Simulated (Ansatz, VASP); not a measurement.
**ZnInC2N2: VASP beside Ansatz**

```
Zn In C N
1.0
     3.12772    0.79095   -0.29495
     1.92453    4.81432    0.40285
    -0.08161    3.13068    7.42744
Zn In C N
1 1 2 2
Direct
  0.50000 0.50000 0.50000
  0.00000 0.00000 0.00000
  0.93735 0.05288 0.28929
  0.06265 0.94712 0.71071
  0.64504 0.34408 0.27878
  0.35496 0.65592 0.72122
```

Alike in both runs: functional PBE; k mesh 6 × 4 × 2; occupations gaussian, width 0.1 eV; no spin polarisation.

Ansatz relaxed the structure, and its values are those at the end. VASP's run is a single point on that final structure, the one shown.

```csv
,VASP,Ansatz
version,VASP 6.6.1,Ansatz 0.2.0
potentials or method,"VASP PAW PBE potentials, release 64 (Zn, In_d, C, N), cutoff 520 eV","scalar-relativistic, plane waves, PAW"
valence electrons in the cell,43,43
```

|  | VASP | Ansatz | Ansatz less VASP |
| --- | --- | --- | --- |
| gap on the k mesh at the Fermi level (eV) | none | none | - |
| pressure (GPa) | 0.4 | 0.1 | -0.37 |
| rms of the force components (eV/Å) | 0.109 | 0.016 | -0.0934 |

A gap of «none» marks a metal or a gap that the smearing closes. One of these differences is far larger than is usual between the two programs; its cause wasn't traced.

The k mesh is coarse, so the values compare programs but aren't converged. Noted on VASP's run: the standard files for N, O and F lose accuracy on very short bonds.
